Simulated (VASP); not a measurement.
# Ni (Fm-3m) in VASP: further runs, part 3 of 3

VASP 6.6.1. Earlier steps stand in the parts before.

**4. Single point, PBE, collinear spin, ferromagnetic start**

This run uses another cell than the first one, of 10.90 Å³/atom, 1.091 times its volume.

The input, INCAR:

```
PREC = Accurate ; ENCUT = 520
EDIFF = 1E-6 ; ISMEAR = -1
SIGMA = 0.05 ; LREAL = False
LASPH = True ; NELM = 150
ALGO = Normal ; ISIF = 2
LWAVE = False ; LCHARG = False
ISPIN = 2 ; MAGMOM = 0.8
LORBIT = 11 ; LMAXMIX = 4
GGA = PE ; NBANDS = 15
```

The input, KPOINTS:

```
Automatic mesh
0
Gamma
  15 15 15
```

The input, POSCAR:

```
Ni
1.0
    0.0000000000      1.7596893266      1.7596893266
    1.7596893266      0.0000000000      1.7596893266
    1.7596893266      1.7596893266      0.0000000000
Ni
1
Direct
    0.0000000000      0.0000000000      0.0000000000
```

Potentials or basis: VASP PAW PBE potentials, release 64 (Ni).

On the command line:

```console
> cat potpaw_PBE.64/Ni/POTCAR > POTCAR
> mpirun -np 1 vasp_std > vasp.out
```

OUTCAR:

```text
PREC = Accurate
   ENCUT = 520
   EDIFF = 1E-6
   ISMEAR = -1
   LREAL = False
   LASPH = True
   NELM = 150
   ISIF = 2
   ISPIN = 2
   LORBIT = 11
   GGA = PE

 ion  position               nearest neighbor table
   1  0.000  0.000  0.000-

  LATTYP: Found a face centered cubic cell.
 ALAT       =     3.5193786532

  Lattice vectors:

 A1 = (   0.0000000000,   1.7596893266,   1.7596893266)
 A2 = (   1.7596893266,   0.0000000000,   1.7596893266)
 A3 = (   1.7596893266,   1.7596893266,   0.0000000000)

Analysis of symmetry for initial positions (statically):
=====================================================================
 Subroutine PRICEL returns:
 Original cell was already a primitive cell.

 Routine SETGRP: Setting up the symmetry group for a
 face centered cubic supercell.

 Subroutine GETGRP returns: Found 48 space group operations
 (whereof 48 operations were pure point group operations)
 out of a pool of 48 trial point group operations.

The static configuration has the point symmetry O_h .

Analysis of symmetry for dynamics (positions and initial velocities):
=====================================================================
 Subroutine PRICEL returns:
 Original cell was already a primitive cell.

 Routine SETGRP: Setting up the symmetry group for a
 face centered cubic supercell.

 Subroutine GETGRP returns: Found 48 space group operations
 (whereof 48 operations were pure point group operations)
 out of a pool of 48 trial point group operations.

The dynamic configuration has the point symmetry O_h .

Analysis of structural, dynamic, and magnetic symmetry:
=====================================================================
 Subroutine PRICEL returns:
 Original cell was already a primitive cell.

 Routine SETGRP: Setting up the symmetry group for a
 face centered cubic supercell.

 Subroutine GETGRP returns: Found 48 space group operations
 (whereof 48 operations were pure point group operations)
 out of a pool of 48 trial point group operations.

The overall configuration has the point symmetry O_h .

 Subroutine INISYM returns: Found 48 space group operations
[... 151 lines left out ...]
 k-point     1 :       0.0000    0.0000    0.0000
  band No.  band energies     occupation
      1       0.3539      1.00000
      2       6.9103      1.00000
      3       6.9103      1.00000
      4       6.9103      1.00000
      5       8.0863      1.00000
      6       8.0863      1.00000
      7      33.0639      0.00000
      8      36.9101      0.00000
      9      36.9101      0.00000
     10      36.9101      0.00000
     11      39.8404      0.00000
     12      39.8404      0.00000
     13      39.8404      0.00000
     14      42.8143      0.00000
[... 403 lines left out ...]
      4       7.2901      1.00000
      5       7.7420      1.00000
      6       8.2592      1.00000
      7      29.0200      0.00000
      8      31.5868      0.00000
      9      32.0455      0.00000
     10      34.3282      0.00000
     11      38.7075      0.00000
     12      43.2249      0.00000
     13      44.9476      0.00000
     14      45.5506      0.00000
     15      50.3484      0.00000

 [... further k-points ...]

 spin component 2

 k-point     1 :       0.0000    0.0000    0.0000
  band No.  band energies     occupation
      1       0.3200      1.00000
      2       7.6830      1.00000
      3       7.6830      1.00000
      4       7.6830      1.00000
      5       8.6879      1.00000
      6       8.6879      1.00000
      7      32.8995      0.00000
      8      36.8927      0.00000
      9      36.8927      0.00000
     10      36.8927      0.00000
     11      39.9456      0.00000
     12      39.9456      0.00000
     13      39.9456      0.00000
     14      42.6892      0.00000
[... 403 lines left out ...]
      4       8.0688      1.00000
      5       8.3520      1.00000
      6       8.8757      0.99993
      7      29.0916      0.00000
      8      31.6719      0.00000
      9      32.0128      0.00000
     10      34.3011      0.00000
     11      38.9195      0.00000
     12      43.2084      0.00000
     13      44.8861      0.00000
     14      45.5050      0.00000
     15      50.3929      0.00000

 [... further k-points ...]
[... 5 lines left out ...]
  --------------------------------------------------------------------------------------
  -------------------------------------------------------------------------------------
  Total       -0.0066600     -0.0066600     -0.0066600      0.0000000     -0.0000000      0.0000000
  in kB       -0.9791455     -0.9791455     -0.9791455      0.0000000     -0.0000000      0.0000000
  external PRESSURE =      -0.9791455 kB  Pullay stress =       0.0000000 kB

 VOLUME and BASIS-vectors are now :
 -----------------------------------------------------------------------------
  energy-cutoff  :      520.00
  volume of cell :       10.90
      direct lattice vectors                 reciprocal lattice vectors
     0.000000000  1.759689327  1.759689327    -0.284141065  0.284141065  0.284141065
     1.759689327  0.000000000  1.759689327     0.284141065 -0.284141065  0.284141065
     1.759689327  1.759689327  0.000000000     0.284141065  0.284141065 -0.284141065

 POSITION                                       TOTAL-FORCE (eV/Angst)
 -----------------------------------------------------------------------------------
      0.00000      0.00000      0.00000         0.000000      0.000000      0.000000
 -----------------------------------------------------------------------------------
    total drift:                                0.000000      0.000000      0.000000

  FREE ENERGIE OF THE ION-ELECTRON SYSTEM (eV)
  ---------------------------------------------------
  free  energy   TOTEN  =        -5.4786651805 eV

  energy  without entropy=       -5.4647408861  energy(sigma->0) =       -5.47170303

 total charge

# of ion       s       p       d       tot
------------------------------------------
    1        0.497   0.497   8.312   9.307

 magnetization (x)

# of ion       s       p       d       tot
------------------------------------------
    1       -0.006  -0.025   0.687   0.655
```

It took 18 s on 1 thread of Intel Xeon 6975P-C (Granite Rapids), shared host; peak memory 0.15 GiB.

Results:

```yaml
Free_energy: -5.4787 eV
Pressure: -0.1 GPa
Net_moment: 0.64 μB per cell
Site_moments: Ni +0.66 μB
Valence_electrons_inside_the_program's_atomic_spheres: Ni 9.31
```

**5. Single point, PBE**

This run uses another cell than the first one, of 10.85 Å³/atom, 1.087 times its volume.

The input, INCAR:

```
SYSTEM = Ni
  PREC = Accurate
  ENCUT = 520
  EDIFF = 1E-6
  ISMEAR = -1
  SIGMA = 0.1
  LREAL = .FALSE.
  LASPH = .TRUE.
  NELM = 60
  ALGO = Normal
  ISIF = 2
  LWAVE = .FALSE.
  LCHARG = .FALSE.
  GGA = PE
  NBANDS = 11
```

The input, KPOINTS:

```
regular mesh
0
G
  25 25 25
  0 0 0
```

The input, POSCAR:

```
Ni
1.0
    0.0000000000      1.7572466595      1.7572466595
    1.7572466595      0.0000000000      1.7572466595
    1.7572466595      1.7572466595      0.0000000000
Ni
1
Direct
    0.0000000000      0.0000000000      0.0000000000
```

Potentials or basis: VASP PAW PBE potentials, release 64 (Ni).

On the command line:

```console
> cat potpaw_PBE.64/Ni/POTCAR > POTCAR
> mpirun -np 1 vasp_std > vasp.out
```

OUTCAR:

```text
SYSTEM = Ni
   PREC = Accurate
   ENCUT = 520
   EDIFF = 1E-6
   ISMEAR = -1
   LREAL = .FALSE.
   LASPH = .TRUE.
   NELM = 60
   ISIF = 2
   GGA = PE

 ion  position               nearest neighbor table
   1  0.000  0.000  0.000-

  LATTYP: Found a face centered cubic cell.
 ALAT       =     3.5144933190

  Lattice vectors:

 A1 = (   0.0000000000,   1.7572466595,   1.7572466595)
 A2 = (   1.7572466595,   0.0000000000,   1.7572466595)
 A3 = (   1.7572466595,   1.7572466595,   0.0000000000)

Analysis of symmetry for initial positions (statically):
[... 506 lines left out ...]
      6       9.3451      0.54998
      7      16.5444      0.00000
      8      31.4776      0.00000
      9      33.2327      0.00000
     10      34.2161      0.00000
     11      37.5754      0.00000

 [... further k-points ...]
[... 5 lines left out ...]
  --------------------------------------------------------------------------------------
  -------------------------------------------------------------------------------------
  Total        0.0060782      0.0060782      0.0060782      0.0000000      0.0000000      0.0000000
  in kB        0.8973419      0.8973419      0.8973419      0.0000000      0.0000000      0.0000000
  external PRESSURE =       0.8973419 kB  Pullay stress =       0.0000000 kB

 VOLUME and BASIS-vectors are now :
 -----------------------------------------------------------------------------
  energy-cutoff  :      520.00
  volume of cell :       10.85
      direct lattice vectors                 reciprocal lattice vectors
     0.000000000  1.757246660  1.757246660    -0.284536037  0.284536037  0.284536037
     1.757246660  0.000000000  1.757246660     0.284536037 -0.284536037  0.284536037
     1.757246660  1.757246660  0.000000000     0.284536037  0.284536037 -0.284536037

 POSITION                                       TOTAL-FORCE (eV/Angst)
 -----------------------------------------------------------------------------------
      0.00000      0.00000      0.00000        -0.000000      0.000000      0.000000
 -----------------------------------------------------------------------------------
    total drift:                               -0.000000     -0.000000     -0.000000

  FREE ENERGIE OF THE ION-ELECTRON SYSTEM (eV)
  ---------------------------------------------------
  free  energy   TOTEN  =        -5.4654787970 eV

  energy  without entropy=       -5.3777802639  energy(sigma->0) =       -5.42162953
```

OSZICAR:

```text
N       E                     dE             d eps       ncg     rms          rms(c)
DAV:   1     0.291096775956E+02    0.29110E+02   -0.50038E+03 10308   0.125E+03
DAV:   2    -0.557043361961E+01   -0.34680E+02   -0.32847E+02 10366   0.172E+02
DAV:   3    -0.650260152208E+01   -0.93217E+00   -0.92353E+00 11200   0.330E+01
DAV:   4    -0.651038297183E+01   -0.77814E-02   -0.77794E-02 11331   0.268E+00
DAV:   5    -0.651054530143E+01   -0.16233E-03   -0.16233E-03 11405   0.368E-01    0.974E+00
DAV:   6    -0.582673592142E+01    0.68381E+00   -0.15387E+01 12053   0.547E+01    0.591E+00
DAV:   7    -0.548413399239E+01    0.34260E+00   -0.27749E+00 11981   0.215E+01    0.171E+00
DAV:   8    -0.546733001569E+01    0.16804E-01   -0.24960E-02 14288   0.155E+00    0.486E-01
DAV:   9    -0.546546528270E+01    0.18647E-02   -0.24100E-03 14838   0.345E-01    0.759E-02
DAV:  10    -0.546548097377E+01   -0.15691E-04   -0.18434E-05 10641   0.459E-02    0.353E-02
DAV:  11    -0.546547875227E+01    0.22215E-05   -0.74645E-07  8750   0.126E-02    0.271E-03
DAV:  12    -0.546547879697E+01   -0.44697E-07   -0.57598E-08  5482   0.223E-03
   1 F= -.54654788E+01 E0= -.54216295E+01  d E =-.876985E-01
```

Wall time 17 s (1 thread of Intel Xeon 6975P-C (Granite Rapids), shared host); peak memory 0.16 GiB.

Results:

- Free energy: -5.4655 eV
- Pressure: 0.1 GPa
- Band gap on the k mesh: zero (band 5 reaches 9.39 eV, above the bottom of band 6 at 8.43 eV)

Levels at points of the mesh, in eV from the Fermi level:
```
           k point  band 2  band 3  band 4  band 5  band 6  band 7  band 8  band 9
(0.00, 0.00, 0.00)   -1.88   -1.88   -1.88   -0.78   -0.78   23.83   27.78   27.78
```

Caveat: the run has no spin polarisation, though such a crystal can be magnetic. Spin polarisation is off, so any magnetic state and its effect on volume and gap are missing.

**6. The runs side by side**

```csv
spin,cell,k mesh,smearing,gap on the mesh (eV),pressure (GPa)
off,"a = 2.417 Å, angles 60.0°, 1 atom",25 × 25 × 25,fermi-dirac 0.1 eV,none,20.3
off,"a = 2.452 Å, angles 60.0°, 1 atom",25 × 25 × 25,fermi-dirac 0.1 eV,none,9.0
"collinear, ferromagnetic start","a = 2.489 Å, angles 60.0°, 1 atom",15 × 15 × 15,fermi-dirac 0.05 eV,none,-0.1
off,"a = 2.485 Å, angles 60.0°, 1 atom",25 × 25 × 25,fermi-dirac 0.1 eV,none,0.1
```

Alike in all rows: task single point; level PBE; potentials or basis VASP PAW PBE potentials, release 64 (Ni); cutoff (eV) 520.

Absolute energies hang on the potentials; compare differences alone.
